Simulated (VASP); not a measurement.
Here is a VASP 6.6.1 calculation.

The input INCAR:

```
PREC     = Accurate       # precision mode
ENCUT    = 520            # plane-wave cutoff, eV
EDIFF    = 1E-6           # SCF threshold, eV
ISMEAR   = -1             # smearing method
SIGMA    = 0.05           # smearing width, eV
LREAL    = False          # projectors in reciprocal space
LASPH    = True           # aspherical terms in the spheres
NELM     = 100            # most SCF steps
ALGO     = Normal         # electronic algorithm
ISIF     = 2              # what is computed and relaxed
LWAVE    = False          # write WAVECAR
LCHARG   = False          # write CHGCAR
GGA      = PS             # functional
NBANDS   = 7              # bands
```

KPOINTS

```
Automatic mesh
0
Gamma
  14 14 13
```

Contents of POSCAR:

```
Mg
1.0
    3.0956802792      0.0000000000      0.0000000000
   -1.5478401396      2.6809377638      0.0000000000
    0.0000000000      0.0000000000      3.1262160169
Mg
1
Direct
    0.0000000000      0.0000000000      0.0000000000
```

Potentials or basis: VASP PAW PBE potentials, release 64 (Mg).

Run with:

```console
$ cat potpaw_PBE.64/Mg/POTCAR > POTCAR
$ mpirun -np 1 vasp_std > vasp.out
```

Q: Estimate the band gap on the k mesh.

A: Zero (bands 1 and 2 overlap by 4.28 eV).

Q: Predict the pressure.

A: -0.9 GPa.

Caveat: the PAW data sets were made with another functional, which shifts forces and pressure a little.
